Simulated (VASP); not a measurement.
Input of a VASP 6.6.1 run:

The input INCAR:

```
PREC     = Accurate       # precision mode
ENCUT    = 600            # plane-wave cutoff, eV
EDIFF    = 1E-7           # SCF threshold, eV
ISMEAR   = -1             # smearing method
SIGMA    = 0.05           # smearing width, eV
LREAL    = F              # projectors in reciprocal space
LASPH    = T              # aspherical terms in the spheres
NELM     = 80             # most SCF steps
ALGO     = Normal         # electronic algorithm
ISIF     = 3              # what is computed and relaxed
LWAVE    = F              # write WAVECAR
LCHARG   = F              # write CHGCAR
GGA      = PE             # functional
IBRION   = 2              # ionic algorithm
NSW      = 32             # ionic steps
EDIFFG   = -0.005         # ionic threshold
PSTRESS  = 640.0
```

KPOINTS

```
regular mesh
0
Gamma
  15 15 15
```

POSCAR

```
Pb
1.0
    0.0000000000      2.1410015683      2.1410015683
    2.1410015683      0.0000000000      2.1410015683
    2.1410015683      2.1410015683      0.0000000000
Pb
1
Direct
    0.0000000000      0.0000000000      0.0000000000
```

Potentials or basis: VASP PAW PBE potentials, release 64 (Pb_d).

Launch:

```bash
$ cat potpaw_PBE.64/Pb_d/POTCAR > POTCAR
$ mpirun -np 1 vasp_std > vasp.out
```

Problem. What does it give for the space group after relaxing (to 0.1 Å)?

Solution. Fm-3m (No. 225).

Problem. Predict the relaxed volume.

Solution. 19.63 Å³/atom.

Final structure:
```cif
data_structure
_symmetry_space_group_name_H-M 'P 1'
_symmetry_Int_Tables_number 1
_cell_length_a 3.0277
_cell_length_b 3.0277
_cell_length_c 3.0277
_cell_angle_alpha 60.000
_cell_angle_beta 60.000
_cell_angle_gamma 60.000
_cell_volume 19.63
loop_
_atom_site_label
_atom_site_type_symbol
_atom_site_fract_x
_atom_site_fract_y
_atom_site_fract_z
_atom_site_occupancy
Pb1 Pb 0.00000 0.00000 0.00000 1
```

Caveat: the cell is relaxed towards a set pressure, so the run minimises the enthalpy, not the energy.
